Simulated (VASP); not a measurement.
# MoS2 (R3m) in VASP: further runs

MoS2 is run at these levels: r2SCAN; tasks: single point.

Everything below comes from runs of VASP 6.6.1. Logs are shortened: lines on timing, memory, paths and dates and some standing lists are left out, and cuts for length are marked.

### Step 1. The cell of the first run

Symmetry: R3m, No. 160, trigonal system. The conventional cell has a = 3.095 Å, b = 3.095 Å, c = 18.073 Å, α = 90.00°, β = 90.00°, γ = 120.00°. Mo (site symmetry 3m) has 6 S at 2.34 Å and 6 Mo at 3.10 Å within 3.1 Å. Within 3.1 Å of S (site symmetry 3m) lie 3 Mo at 2.34 Å and 7 S at 3.02 to 3.10 Å. Within 3.1 Å of S (site symmetry 3m) lie 3 Mo at 2.34 Å and 7 S at 3.02 to 3.10 Å.

### Step 2. Single point, r2SCAN (16.66 Å³/atom)

File POSCAR:

```
MoS2
1.0
    1.5477460518      0.8935915996      6.0244545686
   -1.5477460518      0.8935915996      6.0244545686
    0.0000000000     -1.7871831992      6.0244545686
Mo S
1 2
Direct
    0.0000000000      0.0000000000      0.0000000000
    0.4170000000      0.4170000000      0.4170000000
    0.2500000000      0.2500000000      0.2500000000
```

File INCAR.step1:

```
ALGO = Normal
EDIFF = 1E-5
ENCUT = 550
GGA = PE
GGA_COMPAT = F
ISMEAR = -1
LASPH = T
LCHARG = F
LREAL = F
LWAVE = T
NBANDS = 20
NELM = 120
PREC = Accurate
SIGMA = 0.05
```

File INCAR.step2:

```
ALGO = Normal
EDIFF = 1E-6
ENCUT = 550
GGA_COMPAT = F
ISIF = 2
ISMEAR = -1
ISTART = 1
LASPH = T
LCHARG = F
LMIXTAU = T
LREAL = F
LWAVE = F
METAGGA = R2SCAN
NBANDS = 20
NELM = 120
PREC = Accurate
SIGMA = 0.05
```

File KPOINTS:

```
k-points
0
Gamma
  10 10 10
```

Potentials or basis: VASP PAW PBE potentials, release 64 (Mo_sv, S).

Launch:

```console
cat potpaw_PBE.64/Mo_sv/POTCAR potpaw_PBE.64/S/POTCAR > POTCAR
cp INCAR.step1 INCAR
mpirun -np 1 vasp_std > vasp.out
cp INCAR.step2 INCAR
mpirun -np 1 vasp_std > vasp.out
```

OUTCAR:

```text
EDIFF = 1E-6
   ENCUT = 550
   ISIF = 2
   ISMEAR = -1
   ISTART = 1
   LASPH = T
   LREAL = F
   METAGGA = R2SCAN
   NELM = 120
   PREC = Accurate

 ion  position               nearest neighbor table
   1  0.000  0.000  0.000-   3 2.34   3 2.34   3 2.34   2 2.34   2 2.34   2 2.34
   2  0.417  0.417  0.417-   1 2.34   1 2.34   1 2.34
   3  0.250  0.250  0.250-   1 2.34   1 2.34   1 2.34

  LATTYP: Found a trigonal (rhomboedric) cell.
 ALAT       =     6.2839539016
 COS(alpha) =     0.8786713335

  Lattice vectors:

 A1 = (   1.5477460518,   0.8935915996,   6.0244545686)
 A2 = (  -1.5477460518,   0.8935915996,   6.0244545686)
 A3 = (   0.0000000000,  -1.7871831992,   6.0244545686)

Analysis of symmetry for initial positions (statically):
=====================================================================
 Subroutine PRICEL returns:
 Original cell was already a primitive cell.

 Routine SETGRP: Setting up the symmetry group for a
 trigonal (rhombohedral) supercell.

 Subroutine GETGRP returns: Found  6 space group operations
 (whereof  6 operations were pure point group operations)
 out of a pool of 12 trial point group operations.

The static configuration has the point symmetry C_3v.

Analysis of symmetry for dynamics (positions and initial velocities):
=====================================================================
 Subroutine PRICEL returns:
 Original cell was already a primitive cell.

 Routine SETGRP: Setting up the symmetry group for a
 trigonal (rhombohedral) supercell.

 Subroutine GETGRP returns: Found  6 space group operations
 (whereof  6 operations were pure point group operations)
 out of a pool of 12 trial point group operations.

The dynamic configuration has the point symmetry C_3v.

 Subroutine INISYM returns: Found  6 space group operations
 (whereof  6 operations are pure point group operations),
 and found     1 'primitive' translations

----------------------------------------------------------------------------------------

                                     Primitive cell

  volume of cell :      49.9928

  direct lattice vectors                    reciprocal lattice vectors
     1.547746052  0.893591600  6.024454569     0.323050412  0.186513242  0.055330043
    -1.547746052  0.893591600  6.024454569    -0.323050412  0.186513242  0.055330043
     0.000000000 -1.787183199  6.024454569     0.000000000 -0.373026485  0.055330043

  length of vectors
     6.283953902  6.283953902  6.283953902     0.377107640  0.377107640  0.377107640

  position of ions in fractional coordinates (direct lattice)
     0.000000000  0.000000000  0.000000000
     0.417000000  0.417000000  0.417000000
     0.250000000  0.250000000  0.250000000

  ion indices of the primitive-cell ions
   primitive index   ion index
                 1           1
                 2           2
                 3           3

----------------------------------------------------------------------------------------

 KPOINTS: k-points

Automatic generation of k-mesh.
 Grid dimensions read from file:
 generate k-points for:   10   10   10

 Generating k-lattice:

  Cartesian coordinates                     Fractional coordinates (reciprocal lattice)
     0.032305041  0.018651324  0.005533004     0.100000000  0.000000000 -0.000000000
    -0.032305041  0.018651324  0.005533004     0.000000000  0.100000000 -0.000000000
     0.000000000 -0.037302648  0.005533004    -0.000000000 -0.000000000  0.100000000

  Length of vectors
     0.037710764  0.037710764  0.037710764

  Shift w.r.t. Gamma in fractional coordinates (k-lattice)
     0.000000000  0.000000000  0.000000000

 Subroutine IBZKPT returns following result:
 ===========================================

 Found    116 irreducible k-points:

 Following reciprocal coordinates:
            Coordinates               Weight
  0.000000  0.000000  0.000000      1.000000
  0.100000  0.000000  0.000000      6.000000
  0.200000  0.000000  0.000000      6.000000
  0.300000  0.000000  0.000000      6.000000
  0.400000  0.000000  0.000000      6.000000
  0.500000  0.000000 -0.000000      3.000000
[... 16 lines left out ...]
  0.300000  0.300000  0.000000      6.000000
  0.400000  0.300000  0.000000     12.000000
 [... further k-points ...]
   k-points           NKPTS =    116   k-points in BZ     NKDIM =    116   number of bands    NBANDS=     20
   number of dos      NEDOS =    301   number of ions     NIONS =      3
   total plane-waves  NPLWV = 110592
   dimension x,y,z NGX =    48 NGY =   48 NGZ =   48
   dimension x,y,z NGXF=    96 NGYF=   96 NGZF=   96
   ions per type =               1   2
   NGX,Y,Z   is equivalent  to a cutoff of  12.70, 12.70, 12.70 a.u.
   NGXF,Y,Z  is equivalent  to a cutoff of  25.40, 25.40, 25.40 a.u.
 SYSTEM =  unknown system
   PREC   = accura    normal or accurate (medium, high low for compatibility)
   ISTART =      1    job   : 0-new  1-cont  2-samecut
   ICHARG =      0    charge: 1-file 2-atom 10-const
   ISPIN  =      1    spin polarized calculation?
   LNONCOLLINEAR =      F non collinear calculations
   LSORBIT =      F    spin-orbit coupling
   LASPH  =      T    aspherical Exc in radial PAW
   ENCUT  =  550.0 eV  40.42 Ry    6.36 a.u.  12.02 12.02 12.02*2*pi/ulx,y,z
   NELM   =    120;   NELMIN=  2; NELMDL=  0     # of ELM steps
   EDIFF  = 0.1E-05   stopping-criterion for ELM
   LREAL  =      F    real-space projection
   EDIFFG = 0.1E-04   stopping-criterion for IOM
   NSW    =      0    number of steps for IOM
   IBRION =     -1    ionic relax: 0-MD 1-quasi-New 2-CG
   NFREE  =      0    steps in history (QN), initial steepest desc. (CG)
   ISIF   =      2    stress and relaxation
   ISYM   =      2    0-nonsym 1-usesym 2-fastsym
   POTIM  = 0.5000    time-step for ionic-motion
   TEBEG  =    0.0;   TEEND  =   0.0 temperature during run
   PSTRESS=    0.0 pullay stress
   NELECT =      26.0000    total number of electrons
   NUPDOWN=      -1.0000    fix difference up-down
   EMIN   =  10.00;   EMAX   =-10.00  energy-range for DOS
   EFERMI =   0.00;   METHOD = LEGACY
   ISMEAR =    -1;   SIGMA  =   0.05  broadening in eV -4-tet -1-fermi 0-gaus
   EFERMI_NEDOS =   21; number of points for ismear=-14 and -15
   IALGO  =     38    algorithm
   IMIX   =      4    mixing-type and parameters
     AMIX     =   0.40;   BMIX     =  1.00
     AMIX_MAG =   1.60;   BMIX_MAG =  1.00
  volume/ion in A,a.u.               =      16.66       112.46
  Fermi-wavevector in a.u.,A,eV,Ry     =   1.316528  2.487877 23.582235  1.733245
  Thomas-Fermi vector in A             =   2.446633
   LORBIT       =      0    0 simple, 1 ext, 2 COOP (PROOUT), +10 PAW based schemes
   METAGGA = R2SCAN    functional components
   LHFCALC =     F    Hartree Fock is set to
   AEXX    =    0.0000 exact exchange contribution
   IVDW    =     0    specifies the selected vdW correction
   LEPSILON=     F    determine dielectric tensor
   LRPA    =     F    only Hartree local field effects (RPA)
 non-spin polarized calculation
  energy-cutoff  :      550.00
  volume of cell :       49.99
 maximum number of plane-waves:      1480
   NGX = 23   NGY = 23   NGZ = 23

 number of electron      26.0000001 magnetization

 Free energy of the ion-electron system (eV)
  ---------------------------------------------------
  ext. energy  EPLUGINS =         0.00000000
  ---------------------------------------------------
  free energy    TOTEN  =       -44.81409879 eV

  energy without entropy =      -44.81409838  energy(sigma->0) =      -44.81409859

 E-fermi :   8.9221     XC(G=0): -11.8544

 val. band max:        8.4612529487   @ k =   0.5000   0.5000   0.5000
 cond. band min:       9.4828734248   @ k =  -0.2000   0.2000   0.0000
 fundamental gap:      1.0216204761
 Fermi energy:         8.9220855225

 k-point     1 :       0.0000    0.0000    0.0000
  band No.  band energies     occupation
      1     -55.1129      2.00000
      2     -28.6256      2.00000
      3     -28.3016      2.00000
      4     -28.3016      2.00000
      5      -7.8887      2.00000
      6      -5.8608      2.00000
[... 12 lines left out ...]
     19      17.4441      0.00000
     20      17.7701      0.00000

 k-point     2 :       0.1000    0.0000    0.0000
  band No.  band energies     occupation
      1     -55.1070      2.00000
      2     -28.6142      2.00000
      3     -28.3563      2.00000
      4     -28.3137      2.00000
      5      -7.7097      2.00000
      6      -5.8168      2.00000
[... 12 lines left out ...]
     19      17.7399      0.00000
     20      18.0842      0.00000

 k-point     3 :       0.2000    0.0000    0.0000
  band No.  band energies     occupation
      1     -55.0915      2.00000
      2     -28.5844      2.00000
      3     -28.4973      2.00000
      4     -28.3453      2.00000
      5      -7.2123      2.00000
      6      -5.6944      2.00000
[... 12 lines left out ...]
     19      17.6666      0.00000
     20      18.1951      0.00000

 k-point     4 :       0.3000    0.0000    0.0000
  band No.  band energies     occupation
      1     -55.0724      2.00000
      2     -28.6677      2.00000
      3     -28.5473      2.00000
      4     -28.3841      2.00000
      5      -6.5187      2.00000
      6      -5.5266      2.00000
[... 12 lines left out ...]
     19      16.8734      0.00000
     20      17.3543      0.00000

 k-point     5 :       0.4000    0.0000    0.0000
  band No.  band energies     occupation
      1     -55.0568      2.00000
      2     -28.8026      2.00000
      3     -28.5171      2.00000
      4     -28.4153      2.00000
      5      -5.8556      2.00000
      6      -5.3765      2.00000
[... 12 lines left out ...]
     19      15.8930      0.00000
     20      16.6928      0.00000

 k-point     6 :       0.5000    0.0000   -0.0000
  band No.  band energies     occupation
      1     -55.0509      2.00000
      2     -28.8535      2.00000
      3     -28.5055      2.00000
      4     -28.4271      2.00000
      5      -5.5604      2.00000
      6      -5.3199      2.00000
[... 12 lines left out ...]
     19      15.6879      0.00000
     20      16.6641      0.00000

 k-point     7 :       0.1000    0.1000    0.0000
  band No.  band energies     occupation
      1     -55.1070      2.00000
      2     -28.6142      2.00000
      3     -28.3563      2.00000
      4     -28.3137      2.00000
      5      -7.7025      2.00000
      6      -5.8309      2.00000
[... 12 lines left out ...]
     19      17.7631      0.00000
     20      18.1154      0.00000
[... 277 lines left out ...]
 k-point    20 :      -0.4000    0.2000    0.0000
  band No.  band energies     occupation
      1     -55.0461      2.00000
      2     -28.7907      2.00000
      3     -28.5461      2.00000
      4     -28.4962      2.00000
      5      -5.3404      2.00000
      6      -5.2256      2.00000
[... 12 lines left out ...]
     19      17.5081      0.00000
     20      18.1391      0.00000

 k-point    21 :      -0.3000    0.2000   -0.0000
  band No.  band energies     occupation
      1     -55.0509      2.00000
      2     -28.7663      2.00000
      3     -28.5190      2.00000
      4     -28.5056      2.00000
      5      -5.6021      2.00000
      6      -5.2678      2.00000
[... 12 lines left out ...]
     19      17.0628      0.00000
     20      18.0711      0.00000

 k-point    22 :      -0.2000    0.2000    0.0000
  band No.  band energies     occupation
      1     -55.0635      2.00000
      2     -28.6964      2.00000
      3     -28.5300      2.00000
      4     -28.4532      2.00000
      5      -6.1780      2.00000
      6      -5.4058      2.00000
[... 12 lines left out ...]
     19      17.2801      0.00000
     20      18.1998      0.00000

 k-point    23 :       0.3000    0.3000    0.0000
  band No.  band energies     occupation
      1     -55.0724      2.00000
      2     -28.6677      2.00000
      3     -28.5473      2.00000
      4     -28.3841      2.00000
      5      -6.4650      2.00000
      6      -5.6036      2.00000
[... 12 lines left out ...]
     19      16.9093      0.00000
     20      17.8974      0.00000

 k-point    24 :       0.4000    0.3000    0.0000
  band No.  band energies     occupation
      1     -55.0617      2.00000
      2     -28.7387      2.00000
      3     -28.5265      2.00000
      4     -28.4293      2.00000
      5      -6.0177      2.00000
      6      -5.4943      2.00000
[... 12 lines left out ...]
     19      16.7598      0.00000
     20      17.7483      0.00000

 [... further k-points ...]
[... 5 lines left out ...]
  --------------------------------------------------------------------------------------
  -------------------------------------------------------------------------------------
  Total        4.8310783      4.8310783      5.4027698      0.0000000      0.0000000      0.0000000
  in kB      154.8270685    154.8270685    173.1487178      0.0000000      0.0000000      0.0000000
  external PRESSURE =     160.9342849 kB  Pullay stress =       0.0000000 kB

 VOLUME and BASIS-vectors are now :
 -----------------------------------------------------------------------------
  energy-cutoff  :      550.00
  volume of cell :       49.99
      direct lattice vectors                 reciprocal lattice vectors
     1.547746052  0.893591600  6.024454569     0.323050412  0.186513242  0.055330043
    -1.547746052  0.893591600  6.024454569    -0.323050412  0.186513242  0.055330043
     0.000000000 -1.787183199  6.024454569     0.000000000 -0.373026485  0.055330043

 POSITION                                       TOTAL-FORCE (eV/Angst)
 -----------------------------------------------------------------------------------
      0.00000      0.00000      0.00000         0.000000      0.000000      0.099235
      0.00000      0.00000      7.53659         0.000000     -0.000000      1.439526
      0.00000      0.00000      4.51834         0.000000      0.000000     -1.538762
 -----------------------------------------------------------------------------------
    total drift:                                0.000000     -0.000000     -0.000022

  FREE ENERGIE OF THE ION-ELECTRON SYSTEM (eV)
  ---------------------------------------------------
  free  energy   TOTEN  =       -44.8140987920 eV

  energy  without entropy=      -44.8140983824  energy(sigma->0) =      -44.81409859
```

Run time: 21 min. Hardware: 1 thread of Intel Xeon 6975P-C (Granite Rapids), shared host; peak memory 0.42 GiB.

What came out:

- Free energy: -44.8141 eV
- Pressure: 16.1 GPa
- Largest force: 1.539 eV/Å
- Band gap on the k mesh: 1.02 eV (least direct gap 2.26 eV)

Forces on the atoms (eV/Å):
```
Mo   0.000  0.000  0.099
S    0.000  0.000  1.440
S    0.000  0.000 -1.539
```

Stress tensor (GPa, compression positive):
```
15.48  0.00  0.00
 0.00 15.48  0.00
 0.00  0.00 17.31
```

Levels at points of the mesh, in eV from the valence-band top:
```csv
k point,band 9,band 10,band 11,band 12,band 13,band 14,band 15,band 16,band 17,band 18
"(0.00, 0.00, 0.00)",-3.99,-2.71,-2.71,-1.48,-1.41,2.23,2.23,2.76,2.76,6.21
"(0.50, 0.00, 0.00)",-5.69,-4.63,-2.67,-1.91,-1.73,1.79,2.26,3.89,3.89,5.67
"(0.50, 0.50, 0.00)",-5.37,-4.55,-3.33,-2.11,-1.52,1.73,2.41,3.37,4.41,6.48
"(0.50, 0.50, 0.50)",-4.00,-3.96,-2.68,-2.68,0.00,2.34,2.34,2.60,2.60,6.18
```

Caveat: the cell stands under pressure; the PAW data sets were made with another functional, which shifts forces and pressure a little. A k mesh can miss the band edges.

(Continued in part 2 of 2.)
